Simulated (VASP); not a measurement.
# LiC18 in VASP: single point with LDA

Aim: the single point of LiC18 with LDA.

Everything below comes from runs of VASP 6.6.1. Logs are shortened: lines on timing, memory, paths and dates and some standing lists are left out, and cuts for length are marked.

### 1 The cell of the first run

The cell holds a slab with vacuum, 19 atoms: a = 7.398 Å, b = 7.398 Å, c = 12.000 Å, α = 90.00°, β = 90.00°, γ = 120.00°.

### 2 Single point, LDA, collinear spin, zero start

Input file INCAR:

```
SYSTEM = LiC18
  PREC = Accurate
  ENCUT = 520
  EDIFF = 1E-6
  ISMEAR = -1
  SIGMA = 0.05
  LREAL = Auto
  LASPH = .TRUE.
  NELM = 150
  ALGO = Normal
  ISIF = 2
  LWAVE = .FALSE.
  LCHARG = .FALSE.
  ISPIN = 2
  MAGMOM = 0 0 0 0 0 0 0 0 0 0 0 0 0 0 0 0 0 0 0
  LORBIT = 11
  NBANDS = 56
```

Input file KPOINTS:

```
Automatic mesh
0
G
  2 2 1
  0 0 0
```

Input file POSCAR:

```
LiC18
1.0
    7.3980000000      0.0000000000      0.0000000000
   -3.6990000000      6.4068560000      0.0000000000
    0.0000000000      0.0000000000     12.0000000000
C Li
18 1
Direct
    0.0075457976      0.0091072751      0.0851504167
    0.2295884424      0.1203726133      0.0854052500
    0.0071452380      0.3419371373      0.0850634167
    0.2295011147      0.4527318860      0.0836929167
    0.0068105733      0.6754237960      0.0836949167
    0.2294286860      0.7872244983      0.0785305000
    0.3412294248      0.0098427372      0.0836950000
    0.5635861181      0.1206385784      0.0850595000
    0.3411421808      0.3422032585      0.0854097500
    0.5631845552      0.4534685968      0.0851574167
    0.3413024360      0.6753507493      0.0785315833
    0.5639212664      0.7871520758      0.0836929167
    0.6747159866      0.0095079396      0.0850634167
    0.8965659503      0.1200872940      0.0857180833
    0.6741645376      0.3424885779      0.0857160833
    0.8960145738      0.4530669957      0.0850595000
    0.6744499000      0.6755110463      0.0854096667
    0.8962805880      0.7870648256      0.0854053333
    0.2852984654      0.7313549735      0.2370436667
```

Potentials or basis: VASP PAW LDA potentials, release 64 (C, Li_sv).

Launch:

```console
cat potpaw_LDA.64/C/POTCAR potpaw_LDA.64/Li_sv/POTCAR > POTCAR
mpirun -np 1 vasp_std > vasp.out
```

OUTCAR:

```text
SYSTEM = LiC18
   PREC = Accurate
   ENCUT = 520
   EDIFF = 1E-6
   ISMEAR = -1
   LREAL = Auto
   LASPH = .TRUE.
   NELM = 150
   ISIF = 2
   ISPIN = 2
   LORBIT = 11

 ion  position               nearest neighbor table
   1  0.008  0.009  0.085-  14 1.42  18 1.42   2 1.42
   2  0.230  0.120  0.085-   9 1.42   1 1.42   7 1.42
   3  0.007  0.342  0.085-  14 1.42  16 1.42   4 1.42
   4  0.230  0.453  0.084-   9 1.42   3 1.42  11 1.43
   5  0.007  0.675  0.084-  18 1.42  16 1.42   6 1.43
   6  0.229  0.787  0.079-   5 1.43   7 1.43  11 1.43  19 2.03
   7  0.341  0.010  0.084-   2 1.42   8 1.42   6 1.43
   8  0.564  0.121  0.085-  15 1.42  13 1.42   7 1.42
   9  0.341  0.342  0.085-   2 1.42  10 1.42   4 1.42
  10  0.563  0.453  0.085-  15 1.42   9 1.42  17 1.42
  11  0.341  0.675  0.079-  12 1.43   4 1.43   6 1.43  19 2.03
  12  0.564  0.787  0.084-  17 1.42  13 1.42  11 1.43
  13  0.675  0.010  0.085-  14 1.42   8 1.42  12 1.42
  14  0.897  0.120  0.086-   3 1.42  13 1.42   1 1.42
  15  0.674  0.342  0.086-   8 1.42  16 1.42  10 1.42
  16  0.896  0.453  0.085-  15 1.42   3 1.42   5 1.42
  17  0.674  0.676  0.085-  18 1.42  10 1.42  12 1.42
  18  0.896  0.787  0.085-  17 1.42   1 1.42   5 1.42
  19  0.285  0.731  0.237-   6 2.03  11 2.03

  LATTYP: Found a hexagonal cell.
 ALAT       =     7.3980000000
 C/A-ratio  =     1.6220600162

  Lattice vectors:

 A1 = (   7.3980000000,   0.0000000000,   0.0000000000)
 A2 = (  -3.6990000000,   6.4068560000,   0.0000000000)
 A3 = (   0.0000000000,   0.0000000000,  12.0000000000)

Analysis of symmetry for initial positions (statically):
=====================================================================
 Subroutine PRICEL returns:
 Original cell was already a primitive cell.

 Routine SETGRP: Setting up the symmetry group for a
 hexagonal supercell.

 Subroutine GETGRP returns: Found  2 space group operations
 (whereof  1 operations were pure point group operations)
 out of a pool of 24 trial point group operations.

The static configuration has the point symmetry C_1 .
 The point group associated with its full space group is C_1h.

Analysis of symmetry for dynamics (positions and initial velocities):
=====================================================================
 Subroutine PRICEL returns:
 Original cell was already a primitive cell.

 Routine SETGRP: Setting up the symmetry group for a
 hexagonal supercell.

 Subroutine GETGRP returns: Found  2 space group operations
 (whereof  1 operations were pure point group operations)
 out of a pool of 24 trial point group operations.

The dynamic configuration has the point symmetry C_1 .
 The point group associated with its full space group is C_1h.

Analysis of structural, dynamic, and magnetic symmetry:
=====================================================================
 Subroutine PRICEL returns:
 Original cell was already a primitive cell.

 Routine SETGRP: Setting up the symmetry group for a
 hexagonal supercell.

 Subroutine GETGRP returns: Found  2 space group operations
 (whereof  1 operations were pure point group operations)
 out of a pool of 24 trial point group operations.

The overall configuration has the point symmetry C_1 .
 The point group associated with its full space group is C_1h.

 Subroutine INISYM returns: Found  2 space group operations
 (whereof  1 operations are pure point group operations),
 and found     1 'primitive' translations

----------------------------------------------------------------------------------------

                                     Primitive cell

  volume of cell :     568.7750

  direct lattice vectors                    reciprocal lattice vectors
     7.398000000  0.000000000  0.000000000     0.135171668  0.078041398  0.000000000
    -3.699000000  6.406856000  0.000000000     0.000000000  0.156082796  0.000000000
     0.000000000  0.000000000 12.000000000     0.000000000  0.000000000  0.083333333

  length of vectors
[... 77 lines left out ...]
   number of dos      NEDOS =    301   number of ions     NIONS =     19
   total plane-waves  NPLWV = 282240
   dimension x,y,z NGX =    56 NGY =   56 NGZ =   90
   dimension x,y,z NGXF=   112 NGYF=  112 NGZF=  180
   ions per type =              18   1
   NGX,Y,Z   is equivalent  to a cutoff of  12.58, 12.58, 12.47 a.u.
   NGXF,Y,Z  is equivalent  to a cutoff of  25.17, 25.17, 24.94 a.u.
 SYSTEM =  LiC18
   PREC   = accura    normal or accurate (medium, high low for compatibility)
   ISTART =      0    job   : 0-new  1-cont  2-samecut
   ICHARG =      2    charge: 1-file 2-atom 10-const
   ISPIN  =      2    spin polarized calculation?
   LNONCOLLINEAR =      F non collinear calculations
   LSORBIT =      F    spin-orbit coupling
   LASPH  =      T    aspherical Exc in radial PAW
   ENCUT  =  520.0 eV  38.22 Ry    6.18 a.u.  13.76 13.76 22.31*2*pi/ulx,y,z
   NELM   =    150;   NELMIN=  2; NELMDL= -5     # of ELM steps
   EDIFF  = 0.1E-05   stopping-criterion for ELM
   LREAL  =      T    real-space projection
   EDIFFG = 0.1E-04   stopping-criterion for IOM
   NSW    =      0    number of steps for IOM
   IBRION =     -1    ionic relax: 0-MD 1-quasi-New 2-CG
   NFREE  =      0    steps in history (QN), initial steepest desc. (CG)
   ISIF   =      2    stress and relaxation
   ISYM   =      2    0-nonsym 1-usesym 2-fastsym
   POTIM  = 0.5000    time-step for ionic-motion
   TEBEG  =    0.0;   TEEND  =   0.0 temperature during run
   PSTRESS=    0.0 pullay stress
   NELECT =      75.0000    total number of electrons
   NUPDOWN=      -1.0000    fix difference up-down
   EMIN   =  10.00;   EMAX   =-10.00  energy-range for DOS
   EFERMI =   0.00;   METHOD = LEGACY
   ISMEAR =    -1;   SIGMA  =   0.05  broadening in eV -4-tet -1-fermi 0-gaus
   EFERMI_NEDOS =   21; number of points for ismear=-14 and -15
   IALGO  =     38    algorithm
   IMIX   =      4    mixing-type and parameters
     AMIX     =   0.40;   BMIX     =  1.00
     AMIX_MAG =   1.60;   BMIX_MAG =  1.00
  volume/ion in A,a.u.               =      29.94       202.01
  Fermi-wavevector in a.u.,A,eV,Ry     =   0.833262  1.574637  9.446880  0.694326
  Thomas-Fermi vector in A             =   1.946457
   LORBIT       =     11    0 simple, 1 ext, 2 COOP (PROOUT), +10 PAW based schemes
   GGA     = CA    functional components
   LHFCALC =     F    Hartree Fock is set to
   AEXX    =    0.0000 exact exchange contribution
   IVDW    =     0    specifies the selected vdW correction
   LEPSILON=     F    determine dielectric tensor
   LRPA    =     F    only Hartree local field effects (RPA)
 spin polarized calculation
  energy-cutoff  :      520.00
  volume of cell :      568.78
 maximum number of plane-waves:     15363
 NGX is ok and might be reduce to    56
   NGX = 27   NGY = 27   NGZ = 45

 number of electron      75.0000005 magnetization      -0.0000000

 number of electron      75.0000005 magnetization       0.0000000

 Free energy of the ion-electron system (eV)
  ---------------------------------------------------
  ext. energy  EPLUGINS =         0.00000000
  ---------------------------------------------------
  free energy    TOTEN  =      -183.27661720 eV

  energy without entropy =     -183.27661551  energy(sigma->0) =     -183.27661636

 E-fermi :  -0.2607     XC(G=0):  -3.8325

 val. band max:       -0.9457920085   @ k =   0.0000   0.0000   0.0000
 cond. band min:       0.4440052460   @ k =   0.5000   0.0000   0.0000
 fundamental gap:      1.3897972545
 Fermi energy:        -0.2607043796

 spin component 1

 k-point     1 :       0.0000    0.0000    0.0000
  band No.  band energies     occupation
      1     -48.8300      1.00000
      2     -20.2024      1.00000
      3     -17.7936      1.00000
      4     -17.6581      1.00000
      5     -17.6359      1.00000
      6     -17.5536      1.00000
[... 145 lines left out ...]
     48       3.8465      0.00000
     49       3.9069      0.00000
 Fermi energy:        -0.2607043796

 spin component 2

 k-point     1 :       0.0000    0.0000    0.0000
  band No.  band energies     occupation
      1     -48.8300      1.00000
      2     -20.2024      1.00000
      3     -17.7936      1.00000
      4     -17.6581      1.00000
      5     -17.6359      1.00000
      6     -17.5536      1.00000
[... 145 lines left out ...]
     48       3.8465      0.00000
     49       3.9069      0.00000
 [bands above 49 left out]

------------------------ aborting loop because EDIFF is reached ----------------------------------------

  FORCE on cell =-STRESS in cart. coord.  units (eV):
  Direction    XX          YY          ZZ          XY          YZ          ZX
  --------------------------------------------------------------------------------------
  -------------------------------------------------------------------------------------
  Total       -5.1925280     -5.2019711     -0.2581638     -0.0081779     -0.0013709      0.0023744
  in kB      -14.6267856    -14.6533857     -0.7272194     -0.0230361     -0.0038616      0.0066885
  external PRESSURE =     -10.0024635 kB  Pullay stress =       0.0000000 kB

 VOLUME and BASIS-vectors are now :
 -----------------------------------------------------------------------------
  energy-cutoff  :      520.00
  volume of cell :      568.78
      direct lattice vectors                 reciprocal lattice vectors
     7.398000000  0.000000000  0.000000000     0.135171668  0.078041398  0.000000000
    -3.699000000  6.406856000  0.000000000     0.000000000  0.156082796  0.000000000
     0.000000000  0.000000000 12.000000000     0.000000000  0.000000000  0.083333333

 POSITION                                       TOTAL-FORCE (eV/Angst)
 -----------------------------------------------------------------------------------
      0.02214      0.05835      1.02181         0.002810     -0.001622      0.003993
      1.25324      0.77121      1.02486        -0.000212      0.002014     -0.003337
     -1.21197      2.19074      1.02076        -0.003881     -0.003449      0.003862
      0.02319      2.90059      1.00432         0.004449      0.002093      0.004103
     -2.44801      4.32734      1.00434         0.000721      0.005025      0.002304
     -1.21463      5.04363      0.94237        -0.010055      0.005805     -0.015436
[... 11 lines left out ...]
      3.71933      5.04261      1.02486        -0.001850     -0.000823     -0.003337
     -0.59464      4.68569      2.84452         0.000847     -0.000489      0.020703
 -----------------------------------------------------------------------------------
    total drift:                                0.002704      0.002041     -0.019742

  FREE ENERGIE OF THE ION-ELECTRON SYSTEM (eV)
  ---------------------------------------------------
  free  energy   TOTEN  =      -183.2766172034 eV

  energy  without entropy=     -183.2766155113  energy(sigma->0) =     -183.27661636

 total charge

# of ion       s       p       d       tot
------------------------------------------
    1        0.852   1.798   0.000   2.650
    2        0.851   1.801   0.000   2.652
    3        0.851   1.799   0.000   2.650
    4        0.850   1.798   0.000   2.648
    5        0.850   1.798   0.000   2.648
    6        0.848   1.814   0.000   2.663
[... 11 lines left out ...]
   18        0.851   1.801   0.000   2.652
   19        2.006   0.060   0.000   2.066
--------------------------------------------------
tot         17.317  32.486   0.000  49.803

 magnetization (x)

# of ion       s       p       d       tot
------------------------------------------
    1        0.000   0.000   0.000   0.000
    2       -0.000  -0.000   0.000  -0.000
    3       -0.000  -0.000   0.000  -0.000
    4        0.000   0.000   0.000   0.000
    5        0.000  -0.000   0.000  -0.000
    6        0.000   0.000   0.000   0.000
[... 11 lines left out ...]
   18       -0.000  -0.000   0.000  -0.000
   19       -0.000  -0.000   0.000  -0.000
--------------------------------------------------
tot         -0.000   0.000   0.000  -0.000
```

Wall time 4.4 min (1 thread of Intel Xeon 6975P-C (Granite Rapids), shared host); peak memory 0.53 GiB.

Results:

- Free energy: -183.2766 eV
- Largest force: 0.021 eV/Å
- Net moment: 0.00 μB per cell
- Valence electrons inside the program's atomic spheres: C 2.65, 2.66 (each value once); Li 2.07

Forces in eV/Å, atoms in the order of the input:
```
C    0.003 -0.002  0.004
C    0.000  0.002 -0.003
C   -0.004 -0.003  0.004
C    0.004  0.002  0.004
C    0.001  0.005  0.002
C   -0.010  0.006 -0.015
C   -0.004 -0.003  0.002
C    0.004  0.002  0.004
C    0.003 -0.001 -0.004
C   -0.005  0.003  0.002
C    0.005 -0.003 -0.013
C    0.000 -0.005  0.004
C    0.001  0.005  0.004
C   -0.006  0.004 -0.006
C    0.008 -0.005 -0.005
C    0.000 -0.004  0.004
C    0.002 -0.002 -0.004
C   -0.002 -0.001 -0.003
Li   0.001  0.000  0.021
```

Caveat: the k points lie up to 0.49 Å⁻¹ apart; the cutoff is under 1.25 times the usual one of these potentials, so pressure, stress and relaxed cells hold a basis-set (Pulay) error.
